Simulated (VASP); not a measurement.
Write the native input for VASP 6.6.1 that does the following.

- Task: single point
- Functional: PBE
- Potentials or basis: VASP PAW PBE potentials, release 64 (Br, K_sv)
- Cutoff: 500 eV
- k mesh: 6 × 6 × 6
- Occupations: fermi-dirac, width 0.02 eV
- Spin: no spin polarisation
- Dipole correction: no
- Further INCAR settings: ALGO = Normal; EDIFF = 1e-06; NBANDS = 15

The structure of KBr lies in POSCAR:

```
KBr
1.0
    0.0000000000      3.3000000000      3.3000000000
    3.3000000000      0.0000000000      3.3000000000
    3.3000000000      3.3000000000      0.0000000000
Br K
1 1
Direct
    0.5000000000      0.5000000000      0.5000000000
    0.0000000000      0.0000000000      0.0000000000
```

One way to write it, as run:

INCAR

```
SYSTEM = KBr
ALGO = Normal
EDIFF = 1E-6
ENCUT = 500
GGA = PE
GGA_COMPAT = .FALSE.
ISIF = 2
ISMEAR = -1
LASPH = .TRUE.
LCHARG = .FALSE.
LREAL = .FALSE.
LWAVE = .FALSE.
NBANDS = 15
NELM = 120
PREC = Accurate
SIGMA = 0.02
```

KPOINTS

```
k-points
0
G
  6 6 6
  0 0 0
```

Potentials or basis: VASP PAW PBE potentials, release 64 (Br, K_sv).

Command:

```sh
$ cat potpaw_PBE.64/Br/POTCAR potpaw_PBE.64/K_sv/POTCAR > POTCAR
$ mpirun -np 1 vasp_std > vasp.out
```

It gave:

```yaml
Pressure: 0.8 GPa
Band_gap_on_the_k_mesh: 4.43 eV
```

Run time: 26 s on 1 thread of Intel Xeon 8259CL, with other jobs on the host, peak memory 0.21 GiB.
